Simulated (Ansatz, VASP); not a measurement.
# One calculation of SnO2, two programs

```
Sn O
1.0
     4.71351    0.00000    0.00000
     0.00000    4.73668    0.00000
     0.00000    0.00000    3.18662
Sn O
2 4
Cartesian
  2.3568 2.3683 1.5933
  0.0000 0.0000 0.0000
  1.4333 1.4594 0.0000
  3.7901 0.9090 1.5933
  0.9234 3.8277 1.5933
  3.2802 3.2773 0.0000
```

Alike in both runs: functional LDA; k mesh 4 × 4 × 6; occupations gaussian, width 0.1 eV; no spin polarisation.

Ansatz relaxed the structure, and its values are those at the end. VASP's run is a single point on that final structure, the one shown.

```csv
,VASP,Ansatz
version,VASP 6.6.1,Ansatz 0.2.0
potentials or method,"VASP PAW LDA potentials, release 64 (Sn_d, O), cutoff 520 eV","scalar-relativistic, plane waves, PAW"
valence electrons in the cell,52,52
```

|  | VASP | Ansatz | Ansatz less VASP |
| --- | --- | --- | --- |
| gap on the k mesh at the Fermi level (eV) | 1.20 | 1.18 | -0.029 |
| least direct gap on the mesh (eV) | 1.20 | 1.18 | -0.029 |
| pressure (GPa) | 1.1 | -0.3 | -1.40 |
| rms of the force components (eV/Å) | 0.016 | 0.004 | -0.0124 |

Ansatz warns that its potentials were made for another functional, while VASP's fit it. LDA's correlation is that of Perdew and Zunger in VASP and of Perdew and Wang (1992) in Ansatz.
